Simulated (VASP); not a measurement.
# Mn (P6/mmm) in VASP: notebook

Runs on Mn. Level: PBE. Tasks: relaxation of shape and atoms at fixed volume.

All numbers are computed with VASP 6.6.1; they aren't measurements. Logs are shortened: lines on timing, memory, paths and dates and some standing lists are left out, and cuts for length are marked.

## Step 1: The cell of the first run

It takes space group P6/mmm (No. 191, hexagonal). Conventional cell: a = 2.304 Å, b = 2.304 Å, c = 1.982 Å, α = 90.00°, β = 90.00°, γ = 120.00°. Mn (site symmetry 6/mmm) has 8 Mn at 1.98 to 2.30 Å within 2.6 Å.

This isn't the form of Mn at room conditions, which is a 58-atom cubic cell.

## Step 2: Relaxation of shape and atoms at fixed volume, PBE, collinear spin, ferromagnetic start

Contents of INCAR:

```
SYSTEM = Mn
PREC     = Accurate       ! precision mode
ENCUT    = 500            ! plane-wave cutoff, eV
EDIFF    = 1E-7           ! SCF threshold, eV
ISMEAR   = -1             ! smearing method
SIGMA    = 0.08           ! smearing width, eV
LREAL    = .FALSE.        ! projectors in reciprocal space
LASPH    = .TRUE.         ! aspherical terms in the spheres
NELM     = 200            ! most SCF steps
ALGO     = Normal         ! electronic algorithm
ISIF     = 4              ! what is computed and relaxed
LWAVE    = .FALSE.        ! write WAVECAR
LCHARG   = .FALSE.        ! write CHGCAR
ISPIN    = 2              ! spin polarisation
MAGMOM   = 3              ! initial moments
LORBIT   = 11             ! projections on sites
LMAXMIX  = 4              ! l up to which the mixer works
GGA      = PE             ! functional
IBRION   = 2              ! ionic algorithm
NSW      = 50             ! ionic steps
EDIFFG   = -0.005         ! ionic threshold
GGA_COMPAT= .FALSE.      
NELMIN   = 4
```

Contents of KPOINTS:

```
Automatic mesh
0
G
  18 18 17
  0 0 0
```

Contents of POSCAR:

```
Mn
1.0
    2.3039458634      0.0000000000      0.0000000000
   -1.1519729318      1.9952756467      0.0000000000
    0.0000000000      0.0000000000      1.9817559098
Mn
1
Direct
    0.0000000000      0.0000000000      0.0000000000
```

Potentials or basis: VASP PAW PBE potentials, release 64 (Mn_pv).

Launch:

```sh
$ cat potpaw_PBE.64/Mn_pv/POTCAR > POTCAR
$ mpirun -np 1 vasp_std > vasp.out
```

OUTCAR:

```text
SYSTEM = Mn
   PREC = Accurate
   ENCUT = 500
   EDIFF = 1E-7
   ISMEAR = -1
   LREAL = .FALSE.
   LASPH = .TRUE.
   NELM = 200
   ISIF = 4
   ISPIN = 2
   LORBIT = 11
   GGA = PE
   IBRION = 2
   NSW = 50
   EDIFFG = -0.005
   NELMIN = 4

 ion  position               nearest neighbor table
   1  0.000  0.000  0.000-

  LATTYP: Found a hexagonal cell.
 ALAT       =     2.3039458634
 C/A-ratio  =     0.8601573246

  Lattice vectors:

 A1 = (   2.3039458634,   0.0000000000,   0.0000000000)
 A2 = (  -1.1519729318,   1.9952756467,   0.0000000000)
 A3 = (   0.0000000000,   0.0000000000,   1.9817559098)

Analysis of symmetry for initial positions (statically):
=====================================================================
 Subroutine PRICEL returns:
 Original cell was already a primitive cell.

 Routine SETGRP: Setting up the symmetry group for a
 hexagonal supercell.

 Subroutine GETGRP returns: Found 24 space group operations
 (whereof 24 operations were pure point group operations)
 out of a pool of 24 trial point group operations.

The static configuration has the point symmetry D_6h.

Analysis of symmetry for dynamics (positions and initial velocities):
=====================================================================
 Subroutine PRICEL returns:
 Original cell was already a primitive cell.

 Routine SETGRP: Setting up the symmetry group for a
 hexagonal supercell.

 Subroutine GETGRP returns: Found 24 space group operations
 (whereof 24 operations were pure point group operations)
 out of a pool of 24 trial point group operations.

The dynamic configuration has the point symmetry D_6h.

Analysis of structural, dynamic, and magnetic symmetry:
=====================================================================
 Subroutine PRICEL returns:
 Original cell was already a primitive cell.

 Routine SETGRP: Setting up the symmetry group for a
 hexagonal supercell.

 Subroutine GETGRP returns: Found 24 space group operations
 (whereof 24 operations were pure point group operations)
 out of a pool of 24 trial point group operations.

The overall configuration has the point symmetry D_6h.

 Subroutine INISYM returns: Found 24 space group operations
 (whereof 24 operations are pure point group operations),
 and found     1 'primitive' translations

----------------------------------------------------------------------------------------

                                     Primitive cell

  volume of cell :       9.1101

  direct lattice vectors                    reciprocal lattice vectors
     2.303945863  0.000000000  0.000000000     0.434037976  0.250591942  0.000000000
    -1.151972932  1.995275647  0.000000000     0.000000000  0.501183885  0.000000000
     0.000000000  0.000000000  1.981755910     0.000000000  0.000000000  0.504603011

  length of vectors
     2.303945863  2.303945863  1.981755910     0.501183885  0.501183885  0.504603011

  position of ions in fractional coordinates (direct lattice)
     0.000000000  0.000000000  0.000000000

  ion indices of the primitive-cell ions
   primitive index   ion index
                 1           1

----------------------------------------------------------------------------------------

 KPOINTS: Automatic mesh

Automatic generation of k-mesh.
 Grid dimensions read from file:
 generate k-points for:   18   18   17

 Generating k-lattice:

  Cartesian coordinates                     Fractional coordinates (reciprocal lattice)
     0.024113221  0.013921775  0.000000000     0.055555556  0.000000000  0.000000000
     0.000000000  0.027843549  0.000000000     0.000000000  0.055555556  0.000000000
     0.000000000  0.000000000  0.029682530     0.000000000  0.000000000  0.058823529

  Length of vectors
     0.027843549  0.027843549  0.029682530

  Shift w.r.t. Gamma in fractional coordinates (k-lattice)
     0.000000000  0.000000000  0.000000000

 Subroutine IBZKPT returns following result:
 ===========================================

 Found    333 irreducible k-points:

 Following reciprocal coordinates:
            Coordinates               Weight
  0.000000  0.000000  0.000000      1.000000
  0.055556 -0.000000  0.000000      6.000000
  0.111111 -0.000000  0.000000      6.000000
  0.166667  0.000000  0.000000      6.000000
  0.222222  0.000000  0.000000      6.000000
  0.277778  0.000000  0.000000      6.000000
[... 16 lines left out ...]
  0.333333  0.111111  0.000000     12.000000
  0.388889  0.111111  0.000000     12.000000
 [... further k-points ...]
   k-points           NKPTS =    333   k-points in BZ     NKDIM =    333   number of bands    NBANDS=     12
   number of dos      NEDOS =    301   number of ions     NIONS =      1
   total plane-waves  NPLWV =   4536
   dimension x,y,z NGX =    18 NGY =   18 NGZ =   14
   dimension x,y,z NGXF=    36 NGYF=   36 NGZF=   28
   ions per type =               1
   NGX,Y,Z   is equivalent  to a cutoff of  12.99, 12.99, 11.74 a.u.
   NGXF,Y,Z  is equivalent  to a cutoff of  25.98, 25.98, 23.49 a.u.
 SYSTEM =  Mn
   PREC   = accura    normal or accurate (medium, high low for compatibility)
   ISTART =      0    job   : 0-new  1-cont  2-samecut
   ICHARG =      2    charge: 1-file 2-atom 10-const
   ISPIN  =      2    spin polarized calculation?
   LNONCOLLINEAR =      F non collinear calculations
   LSORBIT =      F    spin-orbit coupling
   LASPH  =      T    aspherical Exc in radial PAW
   ENCUT  =  500.0 eV  36.75 Ry    6.06 a.u.   4.20  4.20  3.61*2*pi/ulx,y,z
   NELM   =    200;   NELMIN=  4; NELMDL= -5     # of ELM steps
   EDIFF  = 0.1E-06   stopping-criterion for ELM
   LREAL  =      F    real-space projection
   EDIFFG = -.5E-02   stopping-criterion for IOM
   NSW    =     50    number of steps for IOM
   IBRION =      2    ionic relax: 0-MD 1-quasi-New 2-CG
   NFREE  =      1    steps in history (QN), initial steepest desc. (CG)
   ISIF   =      4    stress and relaxation
   ISYM   =      2    0-nonsym 1-usesym 2-fastsym
   POTIM  = 0.5000    time-step for ionic-motion
   TEBEG  =    0.0;   TEEND  =   0.0 temperature during run
   PSTRESS=    0.0 pullay stress
   NELECT =      13.0000    total number of electrons
   NUPDOWN=      -1.0000    fix difference up-down
   EMIN   =  10.00;   EMAX   =-10.00  energy-range for DOS
   EFERMI =   0.00;   METHOD = LEGACY
   ISMEAR =    -1;   SIGMA  =   0.08  broadening in eV -4-tet -1-fermi 0-gaus
   EFERMI_NEDOS =   21; number of points for ismear=-14 and -15
   IALGO  =     38    algorithm
   IMIX   =      4    mixing-type and parameters
     AMIX     =   0.40;   BMIX     =  1.00
     AMIX_MAG =   1.60;   BMIX_MAG =  1.00
  volume/ion in A,a.u.               =       9.11        61.48
  Fermi-wavevector in a.u.,A,eV,Ry     =   1.843094  3.482943 46.218934  3.396996
  Thomas-Fermi vector in A             =   2.894861
   LORBIT       =     11    0 simple, 1 ext, 2 COOP (PROOUT), +10 PAW based schemes
   GGA     = PE    functional components
   LHFCALC =     F    Hartree Fock is set to
   AEXX    =    0.0000 exact exchange contribution
   IVDW    =     0    specifies the selected vdW correction
   LEPSILON=     F    determine dielectric tensor
   LRPA    =     F    only Hartree local field effects (RPA)
 conjugate gradient relaxation of ions
 spin polarized calculation
  energy-cutoff  :      500.00
  volume of cell :        9.11
 maximum number of plane-waves:       253
 NGX is ok and might be reduce to    18
   NGX =  9   NGY =  9   NGZ =  7

--------------------------------------- Ionic step        1  -------------------------------------------

 number of electron      13.0000007 magnetization      -0.0037848

 number of electron      13.0000007 magnetization       0.0000521

 Free energy of the ion-electron system (eV)
  ---------------------------------------------------
  ext. energy  EPLUGINS =         0.00000000
  ---------------------------------------------------
  free energy    TOTEN  =        -7.87782174 eV

  energy without entropy =       -7.85104158  energy(sigma->0) =       -7.86443166

------------------------ aborting loop because EDIFF is reached ----------------------------------------

  FORCE on cell =-STRESS in cart. coord.  units (eV):
  Direction    XX          YY          ZZ          XY          YZ          ZX
  --------------------------------------------------------------------------------------
  -------------------------------------------------------------------------------------
  Total        4.6973975      4.6973975      5.5378068     -0.0000000      0.0000000      0.0000000
  in kB      826.1188979    826.1188979    973.9194672     -0.0000000      0.0000000      0.0000000
  external PRESSURE =     875.3857543 kB  Pullay stress =       0.0000000 kB
[... 59 lines left out ...]
--------------------------------------- Ionic step        3  -------------------------------------------

 number of electron      13.0000015 magnetization       0.0000003

 number of electron      13.0000015 magnetization      -0.0000005

 Free energy of the ion-electron system (eV)
  ---------------------------------------------------
  ext. energy  EPLUGINS =         0.00000000
  ---------------------------------------------------
  free energy    TOTEN  =        -7.88152275 eV

  energy without entropy =       -7.85469681  energy(sigma->0) =       -7.86810978

 E-fermi :  13.5010     XC(G=0): -14.9532

 val. band max:       13.4936930922   @ k =   0.3333   0.0556   0.2941
 cond. band min:      13.5113755396   @ k =   0.3333   0.2778   0.1765
 fundamental gap:      0.0176824474
 Fermi energy:        13.5010083542

 spin component 1

 k-point     1 :       0.0000    0.0000    0.0000
  band No.  band energies     occupation
      1     -34.2816      1.00000
      2     -34.2815      1.00000
      3     -33.8651      1.00000
      4       4.1769      1.00000
      5       8.2277      1.00000
      6      11.7234      1.00000
      7      11.7234      1.00000
      8      15.9968      0.00000
      9      15.9968      0.00000
     10      34.5048      0.00000
     11      40.3306      0.00000
     12      43.6691      0.00000
[... 331 lines left out ...]
 k-point    24 :       0.3889    0.1111    0.0000
  band No.  band energies     occupation
      1     -35.4659      1.00000
      2     -34.6529      1.00000
      3     -33.7450      1.00000
      4       7.9864      1.00000
      5       9.1996      1.00000
      6      12.0060      1.00000
      7      14.3086      0.00004
      8      15.4974      0.00000
      9      16.6173      0.00000
     10      23.7877      0.00000
     11      30.1454      0.00000
     12      43.4093      0.00000

 [... further k-points ...]

 spin component 2

 k-point     1 :       0.0000    0.0000    0.0000
  band No.  band energies     occupation
      1     -34.2816      1.00000
      2     -34.2815      1.00000
      3     -33.8651      1.00000
      4       4.1769      1.00000
      5       8.2277      1.00000
      6      11.7234      1.00000
      7      11.7234      1.00000
      8      15.9968      0.00000
      9      15.9968      0.00000
     10      34.5048      0.00000
     11      40.3306      0.00000
     12      43.6691      0.00000
[... 373 lines left out ...]
  FREE ENERGIE OF THE ION-ELECTRON SYSTEM (eV)
  ---------------------------------------------------
  free  energy   TOTEN  =        -7.8815227495 eV

  energy  without entropy=       -7.8546968120  energy(sigma->0) =       -7.86810978

 reached required accuracy - stopping structural energy minimisation

 total charge

# of ion       s       p       d       tot
------------------------------------------
    1        0.495   6.477   5.548  12.519

 magnetization (x)

# of ion       s       p       d       tot
------------------------------------------
    1       -0.000  -0.000   0.000   0.000
```

Run time: 4.7 min. Hardware: 1 thread of Oxide Virtual Turin-like, shared host; peak memory 0.14 GiB.

What came out:

```yaml
Free_energy: -7.8815 eV
Energy_gained_by_relaxing: 3.7 meV/atom
Ionic_steps: 3
Pressure_after_relaxing: 86.8 GPa
Net_moment: 0.00 μB per cell
Valence_electrons_inside_the_program's_atomic_spheres: Mn 12.52
```

The path:
```csv
step,energy change (eV),largest force (eV/Å),pressure (GPa),volume (Å³)
1,0.0000,0.0000,87.54,9.11
2,0.0111,0.0000,86.31,9.11
3,-0.0037,0.0000,86.80,9.11
```

Final structure:
```xyz
1
Lattice="2.2937 0.0000 0.0000 -1.1468 1.9864 0.0000 0.0000 0.0000 1.9995" Properties=species:S:1:pos:R:3 pbc="T T T"
Mn    0.0000    0.0000    1.9995
```

Caveat: atoms lie so close that the PAW spheres overlap strongly, which falsifies energies and pressures; the moments typed at the start vanished in this run.

## Step 3: Relaxation of shape and atoms at fixed volume, PBE, collinear spin, ferromagnetic start

This run uses another cell than the first one, of 10.25 Å³/atom.

Contents of INCAR:

```
ALGO = Normal ; EDIFF = 1E-7
EDIFFG = -0.005 ; ENCUT = 500
GGA = PE ; GGA_COMPAT = F
IBRION = 2 ; ISIF = 4
ISMEAR = -1 ; ISPIN = 2
LASPH = T ; LCHARG = F
LMAXMIX = 4 ; LORBIT = 11
LREAL = F ; LWAVE = F
MAGMOM = 3 ; NELM = 200
NELMIN = 4 ; NSW = 50
PREC = Accurate ; SIGMA = 0.08
```

Contents of KPOINTS:

```
k-points
0
Gamma
  18 18 17
```

Contents of POSCAR:

```
Mn
1.0
    2.3962002599      0.0000000000      0.0000000000
   -1.1981001300      2.0751702976      0.0000000000
    0.0000000000      0.0000000000      2.0611092046
Mn
1
Direct
    0.0000000000      0.0000000000      0.0000000000
```

Potentials or basis: VASP PAW PBE potentials, release 64 (Mn_pv).

Launch:

```sh
$ cat potpaw_PBE.64/Mn_pv/POTCAR > POTCAR
$ mpirun -np 1 vasp_std > vasp.out
```

It took 4.2 min on 1 thread of Oxide Virtual Turin-like, shared host; peak memory 0.14 GiB.

The run converged. Its results:

```
Free energy                                           : -8.2852 eV
Energy gained by relaxing                             : 0.8 meV/atom
Ionic steps                                           : 3
Pressure after relaxing                               : 31.6 GPa
Net moment                                            : 0.00 μB per cell
Valence electrons inside the program's atomic spheres : Mn 12.23
```

The path:
| step | energy change (eV) | largest force (eV/Å) | pressure (GPa) | volume (Å³) |
| --- | --- | --- | --- | --- |
| 1 | 0.0000 | 0.0000 | 31.78 | 10.25 |
| 2 | 0.0004 | 0.0000 | 31.43 | 10.25 |
| 3 | -0.0008 | 0.0000 | 31.58 | 10.25 |

Final structure:
```cif
data_structure
_symmetry_space_group_name_H-M 'P 1'
_symmetry_Int_Tables_number 1
_cell_length_a 2.3904
_cell_length_b 2.3904
_cell_length_c 2.0711
_cell_angle_alpha 90.000
_cell_angle_beta 90.000
_cell_angle_gamma 120.000
_cell_volume 10.25
loop_
_atom_site_label
_atom_site_type_symbol
_atom_site_fract_x
_atom_site_fract_y
_atom_site_fract_z
_atom_site_occupancy
Mn1 Mn 0.00000 0.00000 0.00000 1
```

Levels at points of the mesh, in eV from the Fermi level:
Spin up:
```csv
k point,band 2,band 3,band 4,band 5,band 6,band 7,band 8,band 9,band 10,band 11
"(0.00, 0.00, 0.00)",-47.81,-47.49,-8.77,-4.57,-1.48,-1.48,2.14,2.14,20.27,25.27
"(0.50, 0.00, 0.00)",-48.01,-47.41,-5.17,-3.85,-0.46,0.68,1.84,1.89,8.43,17.12
```
Spin down:
```csv
k point,band 3,band 4,band 5,band 6,band 7,band 8,band 9,band 10
"(0.00, 0.00, 0.00)",-47.49,-8.77,-4.57,-1.48,-1.48,2.14,2.14,20.27
"(0.50, 0.00, 0.00)",-47.41,-5.17,-3.85,-0.46,0.68,1.84,1.89,8.43
```

Caveat: atoms lie so close that the PAW spheres overlap strongly, which falsifies energies and pressures; the moments typed at the start vanished in this run.
